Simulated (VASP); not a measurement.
A run of VASP 6.6.1 is set up as follows.

POSCAR

```
Al2O3
1.0
    2.9688049586      0.0000000000      0.0000000000
   -1.4844024793      2.5710605130      0.0000000000
    0.0000000000      0.0000000000      7.8250652405
Al O
2 3
Direct
    0.0000000000      0.0000000000      0.2779510000
    0.0000000000      0.0000000000      0.7220490000
    0.3333333333      0.6666666667      0.1994540000
    0.6666666667      0.3333333333      0.8005460000
    0.0000000000      0.0000000000      0.5000000000
```

File INCAR.step1:

```
SYSTEM = Al2O3
ALGO = Normal ; EDIFF = 1E-4
ENCUT = 520 ; GGA = PE
ISMEAR = 0 ; LASPH = .TRUE.
LCHARG = .FALSE. ; LREAL = .FALSE.
LWAVE = .TRUE. ; NBANDS = 20
NELM = 60 ; PREC = Accurate
SIGMA = 0.05
```

INCAR.step2

```
SYSTEM = Al2O3
ALGO = Normal ; EDIFF = 1E-6
ENCUT = 520 ; ISIF = 2
ISMEAR = 0 ; ISTART = 1
LASPH = .TRUE. ; LCHARG = .FALSE.
LMIXTAU = .TRUE. ; LREAL = .FALSE.
LWAVE = .FALSE. ; METAGGA = R2SCAN
NBANDS = 20 ; NELM = 60
PREC = Accurate ; SIGMA = 0.05
```

KPOINTS

```
k-points
0
G
  12 12 4
  0 0 0
```

Potentials or basis: VASP PAW PBE potentials, release 64 (Al, O).

Launch:

```console
$ cat potpaw_PBE.64/Al/POTCAR potpaw_PBE.64/O/POTCAR > POTCAR
$ cp INCAR.step1 INCAR
$ mpirun -np 1 vasp_std > vasp.out
$ cp INCAR.step2 INCAR
$ mpirun -np 1 vasp_std > vasp.out
```

**Question.** Predict the pressure.

**Answer.** -6.3 GPa.

**Question.** Predict the largest force.

**Answer.** 1.687 eV/Å.

**Question.** What does it give for the band gap on the k mesh?

**Answer.** 2.40 eV.

Forces in eV/Å, atoms in the order of the input:
```
Al   0.000  0.000  1.687
Al   0.000  0.000 -1.687
O    0.000  0.000  0.443
O    0.000  0.000 -0.443
O    0.000  0.000  0.000
```

Caveat: the cell stands under tension; the PAW data sets were made with another functional, which shifts forces and pressure a little. A k mesh can miss the band edges.
